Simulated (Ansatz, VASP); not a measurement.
## Two plane-wave programs on BP4

INCAR

```
SYSTEM = BP4
  PREC = Accurate
  ENCUT = 600
  EDIFF = 1E-6
  ISMEAR = 0
  SIGMA = 0.1
  LREAL = .FALSE.
  LASPH = .TRUE.
  NELM = 100
  ALGO = Normal
  ISIF = 3
  LWAVE = .FALSE.
  LCHARG = .FALSE.
  GGA = PE
  IBRION = 2
  NSW = 90
  EDIFFG = -0.04
```

Contents of KPOINTS:

```
Automatic mesh
0
G
  6 6 6
  0 0 0
```

The input POSCAR:

```
BP4
1.0
   -2.0903390300      2.0903390300      5.3902936000
    2.0903390300     -2.0903390300      5.3902936000
    2.0903390300      2.0903390300     -5.3902936000
B P
1 4
Direct
    0.0000000000      0.0000000000      0.0000000000
    0.3860407800      0.3860407800      0.0000000000
    0.6139592200      0.6139592200      0.0000000000
    0.7500000000      0.2500000000      0.5000000000
    0.2500000000      0.7500000000      0.5000000000
```

Input for Ansatz:

```yaml
crystal:
  lattice:
    - [-2.09033903, 2.09033903, 5.3902936]
    - [2.09033903, -2.09033903, 5.3902936]
    - [2.09033903, 2.09033903, -5.3902936]
  atoms:
    - { symbol: B, position: [0.0, 0.0, 0.0] }
    - { symbol: P, position: [0.38604078, 0.38604078, 0.0] }
    - { symbol: P, position: [0.61395922, 0.61395922, 0.0] }
    - { symbol: P, position: [0.75, 0.25, 0.5] }
    - { symbol: P, position: [0.25, 0.75, 0.5] }
basis:
  ecutwfc: 420
kpoints:
  mp_grid: { grid: [6, 6, 6] }
hamiltonian:
  xc: pbe
scf:
  occupations: { method: gaussian, width: 0.1 }
  lower_state_search: "off"
output:
  forces: true
  stress: true
  eigenvalues: true
relax:
  adjacent_minimum: "off"
  f_tol: 0.04
  max_steps: 70
  cell: { stress_tol: 0.4 }
```

Change from the starting cell: species swapped into the RbIn4 type (I4/mmm, No. 139).

Alike in both runs: task relaxation of cell and atoms; functional PBE; k mesh 6 × 6 × 6; occupations gaussian, width 0.1 eV; no spin polarisation.

|  | VASP | Ansatz |
| --- | --- | --- |
| version | VASP 6.6.1 | Ansatz 0.2.0 |
| potentials or method | VASP PAW PBE potentials, release 64 (B, P), cutoff 600 eV | scalar-relativistic, plane waves, PAW |
| valence electrons in the cell | 23 | 23 |

|  | VASP | Ansatz | Ansatz less VASP |
| --- | --- | --- | --- |
| gap on the k mesh at the Fermi level, each at its own relaxed structure (eV) | none | none | - |
| relaxed volume (Å³/atom) | 15.73 | 15.77 | +0.033 |
| relaxed cell length with the largest relative difference (Å) | 4.767 | 4.770 | +0.0035 |

A gap of «none» marks a metal or a gap that the smearing closes.

Noted on VASP's run: the volume moved by over 15 % at a fixed basis, so the end points are rough.
